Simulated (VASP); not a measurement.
Write the native input for VASP 6.6.1 that does the following.

```
Task                   : single point
Functional             : PBEsol
Potentials or basis    : VASP PAW PBE potentials, release 64 (Se)
Cutoff                 : 500 eV
k mesh                 : 10 × 10 × 10
Occupations            : methfessel-paxton, width 0.05 eV
Spin                   : no spin polarisation
Dipole correction      : no
Further INCAR settings : ALGO = Normal; EDIFF = 1e-06; NBANDS = 9
```

The structure of Se lies in POSCAR:

```
Se
1.0
   -1.4061357780      1.4061357780      1.4061357780
    1.4061357780     -1.4061357780      1.4061357780
    1.4061357780      1.4061357780     -1.4061357780
Se
1
Direct
    0.0000000000      0.0000000000      0.0000000000
```

The input as run:

INCAR

```
ALGO = Normal
EDIFF = 1E-6
ENCUT = 500
GGA = PS
GGA_COMPAT = False
ISIF = 2
ISMEAR = 1
LASPH = True
LCHARG = False
LREAL = False
LWAVE = False
NBANDS = 9
NELM = 120
PREC = Accurate
SIGMA = 0.05
```

KPOINTS

```
k-points
0
Gamma
  10 10 10
```

Potentials or basis: VASP PAW PBE potentials, release 64 (Se).

Command:

```bash
$ cat potpaw_PBE.64/Se/POTCAR > POTCAR
$ mpirun -np 1 vasp_std > vasp.out
```

Results of the run:

- Pressure: 159.6 GPa
- Band gap on the k mesh: zero (band 3 reaches 22.70 eV, above the bottom of band 4 at 8.73 eV)

Caveat: the PAW data sets were made with another functional, which shifts forces and pressure a little.

It took 9.3 s on 1 thread of Intel Xeon 8259CL, on a shared host, peak memory 0.12 GiB.
